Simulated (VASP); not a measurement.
**LiF: single point with PBE**

Crystal: LiF.

```
Li F
1.0
     3.11840    0.00000    0.00000
    -1.55920    2.70062    0.00000
     0.00000    0.00000    5.51676
Li F
2 2
Direct
  0.33333 0.66667 0.38107
  0.66667 0.33333 0.88107
  0.33333 0.66667 0.99393
  0.66667 0.33333 0.49393
```

This cell differs from its parent crystal: volume 11.615 Å^3 an atom, c/a of the conventional cell 1.7691.

```
Program             : VASP 6.6.1
Task                : single point
Functional          : PBE
Potentials or basis : VASP PAW PBE potentials, release 64 (Li_sv, F)
Cutoff              : 520 eV
k mesh              : 9 × 9 × 6
Occupations         : gaussian, width 0.05 eV
Spin                : no spin polarisation
```

The largest force is 0.079 eV/Å and the band gap on the k mesh is 7.06 eV, direct.

Forces in eV/Å, atoms in the order of the input:
```
Li   0.000  0.000 -0.079
Li   0.000  0.000 -0.079
F    0.000  0.000  0.079
F    0.000  0.000  0.079
```

Levels at points of the mesh, in eV from the valence-band top:
| k point | band 7 | band 8 | band 9 | band 10 | band 11 | band 12 | band 13 | band 14 |
| --- | --- | --- | --- | --- | --- | --- | --- | --- |
| (0.00, 0.00, 0.00) | -0.15 | -0.06 | 0.00 | 0.00 | 7.06 | 10.59 | 13.32 | 17.28 |
| (0.00, 0.00, 0.50) | -0.07 | -0.07 | -0.07 | -0.07 | 8.51 | 8.51 | 15.42 | 15.42 |

It took 56 s on 1 thread of AMD EPYC 7R43 64-Core Processor (Zen 3), with other jobs on the host, peak memory 0.13 GiB.

 A k mesh can miss the band edges.
